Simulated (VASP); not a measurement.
# FeO (Fm-3m) in VASP: further runs

Runs on FeO. Level: PBEsol. Tasks: single point, relaxation of cell and atoms.

All numbers are computed with VASP 6.6.1; they aren't measurements. Logs are shortened: lines on timing, memory, paths and dates and some standing lists are left out, and cuts for length are marked.

**What was measured.**

“W\"ustite: Electric, thermodynamic and optical properties of FeO”, 2012, arxiv:1203.1201 quotes, for a bulk crystal of FeO: band gap 2.4 eV (optical).

The runs below are set against these values where they give the same quantity.

## 1. The cell of the first run

It takes space group Fm-3m (No. 225, cubic). Conventional cell: a = 4.246 Å, b = 4.246 Å, c = 4.246 Å, α = 90.00°, β = 90.00°, γ = 90.00°. Within 2.8 Å of Fe (site symmetry m-3m) lie 6 O at 2.12 Å. Within 2.8 Å of O (site symmetry m-3m) lie 6 Fe at 2.12 Å.

## 2. Single point, PBEsol, collinear spin, ferromagnetic start

INCAR reads:

```
ALGO = Normal
EDIFF = 1E-6
ENCUT = 520
GGA = PS
ISIF = 2
ISMEAR = 0
ISPIN = 2
LASPH = T
LCHARG = T
LELF = T
LMAXMIX = 4
LORBIT = 11
LREAL = F
LVHAR = T
LWAVE = F
MAGMOM = 3.79 0.36
NBANDS = 18
NELM = 150
PREC = Accurate
SIGMA = 0.1
```

KPOINTS reads:

```
k-points
0
Gamma
  8 8 8
```

POSCAR reads:

```
FeO
1.0
    0.0000000000      2.1230705828      2.1230705828
    2.1230705828      0.0000000000      2.1230705828
    2.1230705828      2.1230705828      0.0000000000
Fe O
1 1
Direct
    0.0000000000      0.0000000000      0.0000000000
    0.5000000000      0.5000000000      0.5000000000
```

Potentials or basis: VASP PAW PBE potentials, release 64 (Fe, O).

Started as:

```
cat potpaw_PBE.64/Fe/POTCAR potpaw_PBE.64/O/POTCAR > POTCAR
mpirun -np 1 vasp_std > vasp.out
```

OUTCAR:

```text
EDIFF = 1E-6
   ENCUT = 520
   GGA = PS
   ISIF = 2
   ISMEAR = 0
   ISPIN = 2
   LASPH = T
   LORBIT = 11
   LREAL = F
   NELM = 150
   PREC = Accurate

 ion  position               nearest neighbor table
   1  0.000  0.000  0.000-   2 2.12   2 2.12   2 2.12   2 2.12   2 2.12   2 2.12
   2  0.500  0.500  0.500-   1 2.12   1 2.12   1 2.12   1 2.12   1 2.12   1 2.12

  LATTYP: Found a face centered cubic cell.
 ALAT       =     4.2461411656

  Lattice vectors:

 A1 = (   0.0000000000,   2.1230705828,   2.1230705828)
 A2 = (   2.1230705828,   0.0000000000,   2.1230705828)
 A3 = (   2.1230705828,   2.1230705828,   0.0000000000)

Analysis of symmetry for initial positions (statically):
=====================================================================
 Subroutine PRICEL returns:
 Original cell was already a primitive cell.

 Routine SETGRP: Setting up the symmetry group for a
 face centered cubic supercell.

 Subroutine GETGRP returns: Found 48 space group operations
 (whereof 48 operations were pure point group operations)
 out of a pool of 48 trial point group operations.

The static configuration has the point symmetry O_h .

Analysis of symmetry for dynamics (positions and initial velocities):
=====================================================================
 Subroutine PRICEL returns:
 Original cell was already a primitive cell.

 Routine SETGRP: Setting up the symmetry group for a
 face centered cubic supercell.

 Subroutine GETGRP returns: Found 48 space group operations
 (whereof 48 operations were pure point group operations)
 out of a pool of 48 trial point group operations.

The dynamic configuration has the point symmetry O_h .

Analysis of structural, dynamic, and magnetic symmetry:
=====================================================================
 Subroutine PRICEL returns:
 Original cell was already a primitive cell.

 Routine SETGRP: Setting up the symmetry group for a
 face centered cubic supercell.

 Subroutine GETGRP returns: Found 48 space group operations
 (whereof 48 operations were pure point group operations)
 out of a pool of 48 trial point group operations.

The overall configuration has the point symmetry O_h .

 Subroutine INISYM returns: Found 48 space group operations
 (whereof 48 operations are pure point group operations),
 and found     1 'primitive' translations

----------------------------------------------------------------------------------------

                                     Primitive cell

  volume of cell :      19.1392

  direct lattice vectors                    reciprocal lattice vectors
     0.000000000  2.123070583  2.123070583    -0.235507950  0.235507950  0.235507950
     2.123070583  0.000000000  2.123070583     0.235507950 -0.235507950  0.235507950
     2.123070583  2.123070583  0.000000000     0.235507950  0.235507950 -0.235507950

  length of vectors
     3.002475212  3.002475212  3.002475212     0.407911734  0.407911734  0.407911734

  position of ions in fractional coordinates (direct lattice)
     0.000000000  0.000000000  0.000000000
     0.500000000  0.500000000  0.500000000

  ion indices of the primitive-cell ions
   primitive index   ion index
                 1           1
                 2           2

----------------------------------------------------------------------------------------

 KPOINTS: k-points

Automatic generation of k-mesh.
 Grid dimensions read from file:
 generate k-points for:    8    8    8

 Generating k-lattice:

  Cartesian coordinates                     Fractional coordinates (reciprocal lattice)
    -0.029438494  0.029438494  0.029438494     0.125000000  0.000000000  0.000000000
     0.029438494 -0.029438494  0.029438494     0.000000000  0.125000000  0.000000000
     0.029438494  0.029438494 -0.029438494     0.000000000  0.000000000  0.125000000

  Length of vectors
     0.050988967  0.050988967  0.050988967

  Shift w.r.t. Gamma in fractional coordinates (k-lattice)
     0.000000000  0.000000000  0.000000000

 Subroutine IBZKPT returns following result:
 ===========================================

 Found     29 irreducible k-points:

 Following reciprocal coordinates:
            Coordinates               Weight
  0.000000  0.000000  0.000000      1.000000
  0.125000  0.000000  0.000000      8.000000
  0.250000  0.000000  0.000000      8.000000
  0.375000  0.000000  0.000000      8.000000
  0.500000  0.000000  0.000000      4.000000
  0.125000  0.125000  0.000000      6.000000
[... 16 lines left out ...]
  0.500000  0.250000  0.125000     48.000000
 -0.375000  0.250000  0.125000     24.000000
 [... further k-points ...]
   k-points           NKPTS =     29   k-points in BZ     NKDIM =     29   number of bands    NBANDS=     18
   number of dos      NEDOS =    301   number of ions     NIONS =      2
   total plane-waves  NPLWV =  13824
   dimension x,y,z NGX =    24 NGY =   24 NGZ =   24
   dimension x,y,z NGXF=    48 NGYF=   48 NGZF=   48
   ions per type =               1   1
   NGX,Y,Z   is equivalent  to a cutoff of  13.29, 13.29, 13.29 a.u.
   NGXF,Y,Z  is equivalent  to a cutoff of  26.58, 26.58, 26.58 a.u.
 SYSTEM =  unknown system
   PREC   = accura    normal or accurate (medium, high low for compatibility)
   ISTART =      0    job   : 0-new  1-cont  2-samecut
   ICHARG =      2    charge: 1-file 2-atom 10-const
   ISPIN  =      2    spin polarized calculation?
   LNONCOLLINEAR =      F non collinear calculations
   LSORBIT =      F    spin-orbit coupling
   LASPH  =      T    aspherical Exc in radial PAW
   ENCUT  =  520.0 eV  38.22 Ry    6.18 a.u.   5.58  5.58  5.58*2*pi/ulx,y,z
   NELM   =    150;   NELMIN=  2; NELMDL= -5     # of ELM steps
   EDIFF  = 0.1E-05   stopping-criterion for ELM
   LREAL  =      F    real-space projection
   EDIFFG = 0.1E-04   stopping-criterion for IOM
   NSW    =      0    number of steps for IOM
   IBRION =     -1    ionic relax: 0-MD 1-quasi-New 2-CG
   NFREE  =      0    steps in history (QN), initial steepest desc. (CG)
   ISIF   =      2    stress and relaxation
   ISYM   =      2    0-nonsym 1-usesym 2-fastsym
   POTIM  = 0.5000    time-step for ionic-motion
   TEBEG  =    0.0;   TEEND  =   0.0 temperature during run
   PSTRESS=    0.0 pullay stress
   NELECT =      14.0000    total number of electrons
[... 34 lines left out ...]

  energy without entropy =      -15.85315096  energy(sigma->0) =      -15.85744569

 E-fermi :   6.5790     XC(G=0): -12.6640

 val. band max:        6.5531719628   @ k =  -0.3750   0.2500   0.0000
 cond. band min:       6.5792928153   @ k =  -0.2500   0.3750   0.1250
 fundamental gap:      0.0261208524
 Fermi energy:         6.5790032860

 spin component 1

 k-point     1 :       0.0000    0.0000    0.0000
  band No.  band energies     occupation
      1     -14.5043      1.00000
      2       2.5711      1.00000
      3       2.5711      1.00000
      4       2.5711      1.00000
      5       2.6404      1.00000
      6       2.6404      1.00000
[... 10 lines left out ...]
     17      27.9191      0.00000
     18      30.7596      0.00000

 k-point     2 :       0.1250    0.0000    0.0000
  band No.  band energies     occupation
      1     -14.3359      1.00000
      2       1.1745      1.00000
      3       1.4816      1.00000
      4       1.4816      1.00000
      5       2.7898      1.00000
      6       2.7898      1.00000
[... 10 lines left out ...]
     17      29.5532      0.00000
     18      33.0702      0.00000

 k-point     3 :       0.2500    0.0000    0.0000
  band No.  band energies     occupation
      1     -13.8989      1.00000
      2      -0.6532      1.00000
      3       0.4962      1.00000
      4       0.4962      1.00000
      5       3.0920      1.00000
      6       3.0920      1.00000
[... 10 lines left out ...]
     17      32.6916      0.00000
     18      35.6030      0.00000

 k-point     4 :       0.3750    0.0000    0.0000
  band No.  band energies     occupation
      1     -13.4075      1.00000
      2      -2.0893      1.00000
      3      -0.1413      1.00000
      4      -0.1413      1.00000
      5       3.4112      1.00000
      6       3.4112      1.00000
[... 375 lines left out ...]
      4       0.6414      1.00000
      5       2.8062      1.00000
      6       3.3939      1.00000
[... 10 lines left out ...]
     17      33.9600      0.00000
     18      35.4262      0.00000

 k-point    23 :       0.5000    0.2500    0.1250
  band No.  band energies     occupation
      1     -13.2964      1.00000
      2      -1.7184      1.00000
      3      -0.2189      1.00000
      4       0.0515      1.00000
      5       3.1131      1.00000
      6       3.5618      1.00000
[... 10 lines left out ...]
     17      34.2005      0.00000
     18      35.1135      0.00000

 k-point    24 :      -0.3750    0.2500    0.1250
  band No.  band energies     occupation
      1     -13.1469      1.00000
      2      -1.8997      1.00000
      3      -0.4645      1.00000
      4      -0.1697      1.00000
      5       3.3480      1.00000
      6       3.5338      1.00000
[... 10 lines left out ...]
     17      33.6054      0.00000
     18      35.0081      0.00000

 [... further k-points ...]

 spin component 2

 k-point     1 :       0.0000    0.0000    0.0000
  band No.  band energies     occupation
      1     -13.9265      1.00000
      2       3.1879      1.00000
      3       3.1879      1.00000
      4       3.1879      1.00000
      5       5.7612      1.00000
      6       5.7613      1.00000
[... 10 lines left out ...]
     17      29.4784      0.00000
     18      31.9148      0.00000

 k-point     2 :       0.1250    0.0000    0.0000
  band No.  band energies     occupation
      1     -13.7562      1.00000
      2       2.0530      1.00000
      3       2.7234      1.00000
      4       2.7234      1.00000
      5       5.9597      1.00000
      6       5.9598      1.00000
[... 10 lines left out ...]
     17      30.8560      0.00000
     18      34.3794      0.00000

 k-point     3 :       0.2500    0.0000    0.0000
  band No.  band energies     occupation
      1     -13.3141      1.00000
      2       0.1914      1.00000
      3       1.9279      1.00000
      4       1.9280      1.00000
      5       6.3302      0.99978
      6       6.3812      0.99743
[... 10 lines left out ...]
     17      33.5434      0.00000
     18      36.7371      0.00000

 k-point     4 :       0.3750    0.0000    0.0000
  band No.  band energies     occupation
      1     -12.8166      1.00000
      2      -1.2831      1.00000
      3       1.3366      1.00000
      4       1.3367      1.00000
      5       6.8146      0.00043
      6       6.8147      0.00043
[... 375 lines left out ...]
      4       1.6824      1.00000
      5       5.7000      1.00000
      6       6.9688      0.00000
[... 10 lines left out ...]
     17      34.7716      0.00000
     18      36.3757      0.00000

 k-point    23 :       0.5000    0.2500    0.1250
  band No.  band energies     occupation
      1     -12.6898      1.00000
      2      -0.8868      1.00000
      3       0.9232      1.00000
      4       1.3198      1.00000
      5       6.1617      1.00000
      6       7.0641      0.00000
[... 10 lines left out ...]
     17      34.9605      0.00000
     18      35.8011      0.00000

 k-point    24 :      -0.3750    0.2500    0.1250
  band No.  band energies     occupation
      1     -12.5350      1.00000
      2      -1.1162      1.00000
      3       0.6252      1.00000
      4       1.1793      1.00000
      5       6.6409      0.19063
      6       6.8033      0.00076
[... 10 lines left out ...]
     17      34.1200      0.00000
     18      35.8788      0.00000

 [... further k-points ...]
[... 5 lines left out ...]
  --------------------------------------------------------------------------------------
  -------------------------------------------------------------------------------------
  Total        0.0523841      0.0523841      0.0523841     -0.0000000     -0.0000000      0.0000000
  in kB        4.3851766      4.3851766      4.3851766     -0.0000000     -0.0000000      0.0000000
  external PRESSURE =       4.3851766 kB  Pullay stress =       0.0000000 kB

 VOLUME and BASIS-vectors are now :
 -----------------------------------------------------------------------------
  energy-cutoff  :      520.00
  volume of cell :       19.14
      direct lattice vectors                 reciprocal lattice vectors
     0.000000000  2.123070583  2.123070583    -0.235507950  0.235507950  0.235507950
     2.123070583  0.000000000  2.123070583     0.235507950 -0.235507950  0.235507950
     2.123070583  2.123070583  0.000000000     0.235507950  0.235507950 -0.235507950

 POSITION                                       TOTAL-FORCE (eV/Angst)
 -----------------------------------------------------------------------------------
      0.00000      0.00000      0.00000        -0.000000      0.000000      0.000000
      2.12307      2.12307      2.12307         0.000000     -0.000000      0.000000
 -----------------------------------------------------------------------------------
    total drift:                                0.000000     -0.000000     -0.000000

  FREE ENERGIE OF THE ION-ELECTRON SYSTEM (eV)
  ---------------------------------------------------
  free  energy   TOTEN  =       -15.8617404148 eV

  energy  without entropy=      -15.8531509599  energy(sigma->0) =      -15.85744569

 total charge

# of ion       s       p       d       tot
------------------------------------------
    1        0.305   0.396   6.120   6.822
    2        1.551   3.440   0.000   4.991
--------------------------------------------------
tot          1.857   3.836   6.120  11.813

 magnetization (x)

# of ion       s       p       d       tot
------------------------------------------
    1        0.026   0.022   3.555   3.603
    2        0.032   0.281   0.000   0.313
--------------------------------------------------
tot          0.059   0.303   3.555   3.916
```

Run time: 29 s. Hardware: 1 thread of Intel Xeon Platinum 8375C at 2.90GHz (Ice Lake), shared host; peak memory 0.15 GiB.

Results:

| Property | Result |
| --- | --- |
| Free energy | -15.8617 eV |
| Pressure | 0.4 GPa |
| Band gap on the k mesh | zero (filled and empty bands overlap) |
| Net moment | 4.00 μB per cell |
| Site moments | Fe +3.60; O +0.31 μB |
| Valence electrons inside the program's atomic spheres | Fe 6.82; O 4.99 |

Levels at points of the mesh, in eV from the Fermi level:
Spin up:
| k point | band 7 | band 8 | band 9 | band 10 | band 11 | band 12 |
| --- | --- | --- | --- | --- | --- | --- |
| (0.00, 0.00, 0.00) | -3.94 | -3.68 | -3.68 | 0.24 | 15.38 | 17.24 |
| (0.50, 0.00, 0.00) | -2.45 | -0.17 | -0.17 | 4.03 | 8.82 | 12.71 |
| (0.50, 0.50, 0.00) | -2.73 | -2.73 | -2.66 | 5.49 | 8.91 | 10.84 |
Spin down:
| k point | band 1 | band 2 | band 3 | band 4 | band 5 | band 6 | band 7 | band 8 | band 9 | band 10 |
| --- | --- | --- | --- | --- | --- | --- | --- | --- | --- | --- |
| (0.00, 0.00, 0.00) | -20.51 | -3.39 | -3.39 | -3.39 | -0.82 | -0.82 | -0.82 | 0.09 | 0.09 | 1.07 |
| (0.50, 0.00, 0.00) | -19.17 | -8.43 | -5.45 | -5.45 | 0.42 | 0.42 | 0.65 | 2.92 | 2.92 | 4.57 |
| (0.50, 0.50, 0.00) | -19.18 | -7.24 | -4.64 | -4.64 | -2.34 | 0.68 | 0.80 | 0.80 | 1.19 | 6.82 |

Caveat: the PAW data sets were made with another functional, which shifts forces and pressure a little; a cell with one magnetic atom can't hold antiferromagnetic order, which such compounds often take; semilocal functionals often make such compounds metallic where correlation or magnetic order opens a gap, which also shifts bond lengths.

## 3. Relaxation of cell and atoms, PBEsol, collinear spin, ferromagnetic start

This run uses another cell than the first one, of 10.01 Å³/atom, 1.046 times its volume.

INCAR reads:

```
PREC = Accurate ; ENCUT = 600
EDIFF = 1E-6 ; ISMEAR = 0
SIGMA = 0.1 ; LREAL = F
LASPH = T ; NELM = 150
ALGO = Normal ; ISIF = 3
LWAVE = F ; LCHARG = F
ISPIN = 2 ; MAGMOM = 3.79 0.36
LORBIT = 11 ; LMAXMIX = 4
GGA = PS ; IBRION = 2
NSW = 100 ; EDIFFG = -0.05
```

KPOINTS reads:

```
Automatic mesh
0
Gamma
  8 8 8
```

POSCAR reads:

```
FeO
1.0
    0.0000000000      2.1554000000      2.1554000000
    2.1554000000      0.0000000000      2.1554000000
    2.1554000000      2.1554000000      0.0000000000
Fe O
1 1
Direct
    0.0000000000      0.0000000000      0.0000000000
    0.5000000000      0.5000000000      0.5000000000
```

Potentials or basis: VASP PAW PBE potentials, release 64 (Fe, O).

Started as:

```
cat potpaw_PBE.64/Fe/POTCAR potpaw_PBE.64/O/POTCAR > POTCAR
mpirun -np 1 vasp_std > vasp.out
```

It took 39 s on 1 thread of Intel Xeon Platinum 8375C at 2.90GHz (Ice Lake), shared host; peak memory 0.16 GiB.

Results (log left out):

- Free energy: -15.8656 eV
- Relaxed volume: 9.58 Å³/atom
- Relaxed cell: a = 3.004 Å, b = 3.004 Å, c = 3.004 Å, α = 60.00°, β = 60.00°, γ = 60.00°
- Space group after relaxing (to 0.05 Å): Fm-3m (No. 225)
- Energy gained by relaxing: 11.8 meV/atom
- Ionic steps: 3
- Pressure after relaxing: -0.1 GPa
- Band gap on the k mesh: zero (filled and empty bands overlap)
- Net moment: 4.00 μB per cell
- Site moments: Fe +3.60; O +0.31 μB
- Valence electrons inside the program's atomic spheres: Fe 6.82; O 4.99

The path:
```tsv
step	energy change (eV)	largest force (eV/Å)	pressure (GPa)	volume (Å³)
1	0.0000	0.0000	-8.43	20.03
2	-0.0097	0.0000	7.33	18.54
3	-0.0237	0.0000	-0.06	19.16
```

Final structure:
```yaml
crystal:
  lattice:
    - [0.00000, 2.12402, 2.12402]
    - [2.12402, 0.00000, 2.12402]
    - [2.12402, 2.12402, 0.00000]
  atoms:
    - { symbol: Fe, position: [0.00000, 0.00000, 0.00000] }
    - { symbol: O, position: [0.50000, 0.50000, 0.50000] }
```

Levels at points of the mesh, in eV from the Fermi level:
Spin up:
| k point | band 5 | band 6 | band 7 | band 8 | band 9 | band 10 | band 11 | band 12 | band 13 |
| --- | --- | --- | --- | --- | --- | --- | --- | --- | --- |
| (0.00, 0.00, 0.00) | -3.94 | -3.94 | -3.94 | -3.68 | -3.68 | 0.24 | 15.38 | 17.23 | 17.23 |
| (0.50, 0.00, 0.00) | -3.03 | -3.03 | -2.45 | -0.18 | -0.18 | 4.03 | 8.80 | 12.70 | 12.70 |
| (0.50, 0.50, 0.00) | -4.96 | -3.25 | -2.74 | -2.74 | -2.66 | 5.48 | 8.90 | 10.83 | 15.08 |
Spin down:
```csv
k point,band 1,band 2,band 3,band 4,band 5,band 6,band 7,band 8,band 9,band 10
"(0.00, 0.00, 0.00)",-20.49,-3.39,-3.39,-3.39,-0.82,-0.82,-0.82,0.09,0.09,1.06
"(0.50, 0.00, 0.00)",-19.16,-8.42,-5.45,-5.45,0.42,0.42,0.65,2.91,2.91,4.57
"(0.50, 0.50, 0.00)",-19.17,-7.24,-4.63,-4.63,-2.33,0.68,0.80,0.80,1.19,6.81
```

Caveat: the PAW data sets were made with another functional, which shifts forces and pressure a little; a cell with one magnetic atom can't hold antiferromagnetic order, which such compounds often take; semilocal functionals often make such compounds metallic where correlation or magnetic order opens a gap, which also shifts bond lengths. With open d or f shells a metallic result of PBEsol can be an artefact of self-interaction; +U or a hybrid may open a gap.

## 4. Comparison with measurements

Step 2. Against the measured gap of FeO, 2.4 eV (optical; quoted in “W\"ustite: Electric, thermodynamic and optical properties of FeO”, 2012, arxiv:1203.1201), the calculated 0.00 eV is off by -2.40 eV. So large a miss can be the level of theory's own, or it may mean another phase, state or a wrong row. The value is that of PBEsol on a finite k mesh, which can miss the band edges, without temperature or zero-point motion. Semilocal functionals fall short of measured gaps as a rule. The run's magnetic order (collinear spin, ferromagnetic start) needn't be the measured crystal's.
